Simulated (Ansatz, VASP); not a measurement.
# PbS in VASP and in Ansatz

```
Pb S
1.0
     0.00000   -3.00438   -3.00618
     0.00000    3.00438   -3.00618
    13.29828    0.00000    0.00000
Pb S
2 2
Direct
  0.74336 0.24336 0.53065
  0.24336 0.74336 0.31896
  0.23564 0.73564 0.52138
  0.73564 0.23564 0.32822
```

Alike in both runs: task single point; functional PBE; dispersion D3(BJ); k mesh 6 × 6 × 3; occupations gaussian, width 0.05 eV; no spin polarisation.

```csv
,VASP,Ansatz
version,VASP 6.6.1,Ansatz 0.2.0
potentials or method,"VASP PAW PBE potentials, release 64 (Pb_d, S), cutoff 500 eV","scalar-relativistic, plane waves, PAW"
valence electrons in the cell,40,40
```

```tsv
	VASP	Ansatz	Ansatz less VASP
gap on the k mesh at the Fermi level (eV)	2.08	2.07	-0.002
least direct gap on the mesh (eV)	2.08	2.08	-0.001
rms of the force components (eV/Å)	0.034	0.033	-0.0010
```

Atom by atom the forces differ by 0.003 eV/Å (rms over components).

Neither program's run includes spin-orbit coupling.
